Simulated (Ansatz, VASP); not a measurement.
One calculation of Hg, two programs

Contents of INCAR:

```
SYSTEM = Hg
PREC = Accurate
ENCUT = 520
EDIFF = 1E-6
ISMEAR = 0
SIGMA = 0.15
LREAL = .False.
LASPH = .True.
NELM = 100
ALGO = Fast
ISIF = 2
LWAVE = .False.
LCHARG = .True.
GGA = PS
IVDW = 12
LELF = .True.
LVHAR = .True.
NBANDS = 19
```

KPOINTS

```
Automatic mesh
0
Gamma
  18 18 10
  0 0 0
```

File POSCAR:

```
Hg
1.0
    3.1955679486      0.0000000000      0.0000000000
   -1.5977839743      2.7674430230      0.0000000000
    0.0000000000      0.0000000000      5.1219237309
Hg
2
Direct
    0.6666666667      0.3333333333      0.7500000000
    0.3333333333      0.6666666667      0.2500000000
```

Input for Ansatz:

```yaml
crystal:
  lattice:
    - [3.1955679486, 0.0, 0.0]
    - [-1.5977839743, 2.767443023, 0.0]
    - [0.0, 0.0, 5.1219237309]
  atoms:
    - { symbol: Hg, position: [0.6666666667, 0.3333333333, 0.75] }
    - { symbol: Hg, position: [0.3333333333, 0.6666666667, 0.25] }
basis:
  ecutwfc: 420
kpoints:
  mp_grid: { grid: [18, 18, 10] }
hamiltonian:
  xc: pbesol
  dispersion: d3bj
scf:
  occupations: { method: gaussian, width: 0.15 }
output:
  forces: true
  stress: true
  eigenvalues: true
```

Alike in both runs: task single point; functional PBEsol; dispersion D3(BJ); k mesh 18 × 18 × 10; occupations gaussian, width 0.15 eV; no spin polarisation.

```csv
,VASP,Ansatz
version,VASP 6.6.1,Ansatz 0.2.0
potentials or method,"VASP PAW PBE potentials, release 64 (Hg), cutoff 520 eV","scalar-relativistic, plane waves, PAW"
valence electrons in the cell,24,40
```

```tsv
	VASP	Ansatz	Ansatz less VASP
gap on the k mesh at the Fermi level (eV)	none	none	-
pressure (GPa)	-1.2	-1.6	-0.45
traceless stress, the component that is largest in VASP (GPa)	-0.27	-0.28	-0.009
```

VASP's potentials were made for PBE, not for PBEsol. A gap of «none» marks a metal or a gap that the smearing closes. VASP's potentials hold 24 valence electrons a cell and Ansatz's 40, so a difference there can come from the potentials and not from the codes.

Neither program's run includes spin-orbit coupling.
